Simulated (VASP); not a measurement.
Wanted: the native input for a VASP 6.6.1 run.

| Property | Result |
| --- | --- |
| Task | single point |
| Functional | PBEsol |
| Potentials or basis | VASP PAW PBE potentials, release 64 (Mg, S) |
| Cutoff | 520 eV |
| k mesh | 10 × 10 × 10 |
| Occupations | gaussian, width 0.05 eV |
| Spin | no spin polarisation |
| Dipole correction | no |
| Further INCAR settings | ALGO = Normal; EDIFF = 1e-07; NBANDS = 11 |

The structure of MgS lies in POSCAR:

```
MgS
1.0
    0.0000000000      2.5736474692      2.5736474692
    2.5736474692      0.0000000000      2.5736474692
    2.5736474692      2.5736474692      0.0000000000
Mg S
1 1
Direct
    0.0000000000      0.0000000000      0.0000000000
    0.5000000000      0.5000000000      0.5000000000
```

This cell differs from its parent crystal: volume scaled by 0.980.

These files were run (other wordings do the same):

INCAR

```
PREC     = Accurate       # precision mode
ENCUT    = 520            # plane-wave cutoff, eV
EDIFF    = 1E-7           # SCF threshold, eV
ISMEAR   = 0              # smearing method
SIGMA    = 0.05           # smearing width, eV
LREAL    = F              # projectors in reciprocal space
LASPH    = T              # aspherical terms in the spheres
NELM     = 100            # most SCF steps
ALGO     = Normal         # electronic algorithm
ISIF     = 2              # what is computed and relaxed
LWAVE    = F              # write WAVECAR
LCHARG   = T              # write CHGCAR
GGA      = PS             # functional
LELF     = T              # ELF
LVHAR    = T            
NBANDS   = 11             # bands
```

KPOINTS

```
Automatic mesh
0
Gamma
  10 10 10
```

Potentials or basis: VASP PAW PBE potentials, release 64 (Mg, S).

Command:

```sh
$ cat potpaw_PBE.64/Mg/POTCAR potpaw_PBE.64/S/POTCAR > POTCAR
$ mpirun -np 1 vasp_std > vasp.out
```

It gave:

The pressure is 1.4 GPa and the band gap on the k mesh is 2.77 eV, indirect (least direct gap 3.85 eV).

Caveat: the PAW data sets were made with another functional, which shifts forces and pressure a little.

It took 8 s on 1 thread of Intel(R) Xeon(R) 6975P-C (Granite Rapids) (shared host), peak memory 0.16 GiB.
